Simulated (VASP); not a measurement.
Here is a VASP 6.6.1 calculation.

INCAR

```
  ALGO = Normal
  EDIFF = 1E-7
  EDIFFG = -0.005
  ENCUT = 600
  GGA = PS
  IBRION = 2
  ISIF = 3
  ISMEAR = 0
  LASPH = True
  LCHARG = False
  LREAL = False
  LWAVE = False
  NELM = 80
  NSW = 100
  PREC = Accurate
  SIGMA = 0.02
```

KPOINTS

```
k-points
0
Gamma
  8 8 8
```

File POSCAR:

```
HfO2
1.0
    0.0000000000      2.5226386774      2.5226386774
    2.5226386774      0.0000000000      2.5226386774
    2.5226386774      2.5226386774      0.0000000000
Hf O
1 2
Direct
    0.0000000000      0.0000000000      0.0000000000
    0.2500000000      0.2500000000      0.2500000000
    0.7500000000      0.7500000000      0.7500000000
```

Potentials or basis: VASP PAW PBE potentials, release 64 (Hf_pv, O).

Launch:

```bash
$ cat potpaw_PBE.64/Hf_pv/POTCAR potpaw_PBE.64/O/POTCAR > POTCAR
$ mpirun -np 1 vasp_std > vasp.out
```

(1) Estimate the band gap on the k mesh.

(2) Predict the relaxed cell.

(3) Estimate the space group after relaxing (to 0.05 Å).

Results:

(1) 3.75 eV, direct.

(2) a = 3.549 Å, b = 3.549 Å, c = 3.549 Å, α = 60.00°, β = 60.00°, γ = 60.00°.

(3) Fm-3m (No. 225).

Caveat: spin-orbit coupling is left out, which moves the levels of the heavy elements.
